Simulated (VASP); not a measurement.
Write the native input for VASP 6.6.1 that does the following.

```
Task                   : single point
Functional             : PBEsol
Potentials or basis    : VASP PAW PBE potentials, release 64 (Ba_sv, Ti_sv, O)
Cutoff                 : 520 eV
k mesh                 : 6 × 6 × 6
Occupations            : gaussian, width 0.05 eV
Spin                   : no spin polarisation
Dipole correction      : no
Further INCAR settings : ALGO = Normal; EDIFF = 1e-06; NBANDS = 28
```

The structure of BaTiO3 lies in POSCAR:

```
BaTiO3
1.0
    4.0060000000     -0.0600900000     -0.0600900000
   -0.0600900000      4.0060000000     -0.0600900000
   -0.0600900000     -0.0600900000      4.0060000000
Ba Ti O
1 1 3
Direct
    0.5000000000      0.5000000000      0.5000000000
    0.0000000000      0.0000000000      0.0000000000
    0.5000000000      0.0000000000      0.0000000000
    0.0000000000      0.5000000000      0.0000000000
    0.0000000000      0.0000000000      0.5000000000
```

These files were run (other wordings do the same):

INCAR

```
PREC = Accurate
ENCUT = 520
EDIFF = 1E-6
ISMEAR = 0
SIGMA = 0.05
LREAL = False
LASPH = True
NELM = 60
ALGO = Normal
ISIF = 2
LWAVE = False
LCHARG = False
GGA = PS
NBANDS = 28
```

KPOINTS

```
regular mesh
0
Gamma
  6 6 6
```

Potentials or basis: VASP PAW PBE potentials, release 64 (Ba_sv, Ti_sv, O).

Run with:

```console
$ cat potpaw_PBE.64/Ba_sv/POTCAR potpaw_PBE.64/Ti_sv/POTCAR potpaw_PBE.64/O/POTCAR > POTCAR
$ mpirun -np 1 vasp_std > vasp.out
```

Results of the run:

```yaml
Pressure: -2.5 GPa
Band_gap_on_the_k_mesh: 1.52 eV (least direct gap 1.55 eV)
```

Caveat: the PAW data sets were made with another functional, which shifts forces and pressure a little; spin-orbit coupling is left out, which moves the levels of the heavy elements.

Wall time 86 s on 1 thread of Intel Xeon 8259CL (shared host), peak memory 0.21 GiB.
